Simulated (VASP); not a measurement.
A run of VASP 6.6.1 is set up as follows.

Contents of INCAR:

```
ALGO = Normal ; EDIFF = 1E-6
ENCUT = 520 ; ISIF = 2
ISMEAR = 0 ; LASPH = T
LCHARG = F ; LREAL = F
LWAVE = F ; NBANDS = 28
NELM = 60 ; PREC = Accurate
SIGMA = 0.05
```

File KPOINTS:

```
k-points
0
Gamma
  4 4 4
```

Contents of POSCAR:

```
RbCaBr3
1.0
    5.7366900000      0.0215125875      0.0000000000
    0.0215125875      5.7366900000      0.0000000000
    0.0000000000      0.0000000000      5.7366900000
Rb Ca Br
1 1 3
Direct
    0.5000000000      0.5000000000      0.5000000000
    0.0000000000      0.0000000000      0.0000000000
    0.5000000000      0.0000000000      0.0000000000
    0.0000000000      0.5000000000      0.0000000000
    0.0000000000      0.0000000000      0.5000000000
```

Potentials or basis: VASP PAW LDA potentials, release 64 (Rb_sv, Ca_sv, Br).

Run with:

```sh
$ cat potpaw_LDA.64/Rb_sv/POTCAR potpaw_LDA.64/Ca_sv/POTCAR potpaw_LDA.64/Br/POTCAR > POTCAR
$ mpirun -np 1 vasp_std > vasp.out
```

Estimate the band gap on the k mesh.

3.68 eV, indirect (least direct gap 3.97 eV).

What does it give for the pressure?

-2.4 GPa.

Caveat: the cell differs from its parent crystal (strain +0.0075 x Voigt [0, 0, 0, 0, 0, 1]). A k mesh can miss the band edges.
